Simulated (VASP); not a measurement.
Wanted: the native input for a VASP 6.6.1 run.

```yaml
Task: single point
Functional: HSE06
Potentials_or_basis: VASP PAW PBE potentials, release 64 (Co, Al)
Cutoff: 520 eV
k_mesh: 6 × 6 × 6
Occupations: fermi-dirac, width 0.05 eV
Spin: collinear spin, ferromagnetic start
Starting_moments: "[2.0, 0.0] μB"
Dipole_correction: no
Grid_for_exact_exchange_PRECFOCK: Normal
Further_INCAR_settings: ALGO = Normal; EDIFF = 1e-07; NBANDS = 17
Share_of_exact_exchange: 0.25
Screening_parameter: 0.2079 1/Å
```

AlCo:

```xyz
2
Lattice="2.8005 0.0000 0.0000 0.0000 2.8005 0.0000 0.0000 0.0000 2.8005" Properties=species:S:1:pos:R:3 pbc="T T T"
Co    1.4002    1.4002    1.4002
Al    0.0000    0.0000    0.0000
```

These files were run (other wordings do the same):

POSCAR

```
AlCo
1.0
    2.8004804707      0.0000000000      0.0000000000
    0.0000000000      2.8004804707      0.0000000000
    0.0000000000      0.0000000000      2.8004804707
Co Al
1 1
Direct
    0.5000000000      0.5000000000      0.5000000000
    0.0000000000      0.0000000000      0.0000000000
```

INCAR.step1

```
SYSTEM = AlCo
  ALGO = Normal
  EDIFF = 1E-5
  ENCUT = 520
  GGA = PE
  ISIF = 2
  ISMEAR = -1
  ISPIN = 2
  LASPH = .True.
  LCHARG = .False.
  LMAXMIX = 4
  LORBIT = 11
  LREAL = .False.
  LWAVE = .True.
  MAGMOM = 2 0
  NBANDS = 17
  NELM = 150
  PREC = Accurate
  SIGMA = 0.05
```

INCAR.step2

```
SYSTEM = AlCo
  ALGO = Normal
  EDIFF = 1E-7
  ENCUT = 520
  GGA = PE
  HFSCREEN = 0.2079
  ISIF = 2
  ISMEAR = -1
  ISPIN = 2
  ISTART = 1
  LASPH = .True.
  LCHARG = .False.
  LHFCALC = .True.
  LMAXMIX = 4
  LORBIT = 11
  LREAL = .False.
  LWAVE = .False.
  MAGMOM = 2 0
  NBANDS = 17
  NELM = 150
  PREC = Accurate
  PRECFOCK = Normal
  SIGMA = 0.05
```

KPOINTS

```
k-points
0
Gamma
  6 6 6
  0 0 0
```

Potentials or basis: VASP PAW PBE potentials, release 64 (Co, Al).

The run is started by

```console
$ cat potpaw_PBE.64/Co/POTCAR potpaw_PBE.64/Al/POTCAR > POTCAR
$ cp INCAR.step1 INCAR
$ mpirun -np 1 vasp_std > vasp.out
$ cp INCAR.step2 INCAR
$ mpirun -np 1 vasp_std > vasp.out
```

Results of the run:

```
Pressure                                              : 3.9 GPa
Net moment                                            : 0.25 μB per cell
Site moments                                          : Co +0.40; Al -0.03 μB
Valence electrons inside the program's atomic spheres : Co 8.63; Al 0.92
```

Caveat: the k points lie up to 0.37 Å⁻¹ apart; the PAW data sets were made with another functional, which shifts forces and pressure a little.

Wall time 72 min on 1 thread of Oxide Virtual Turin-like Processor, on a shared host, peak memory 0.23 GiB.
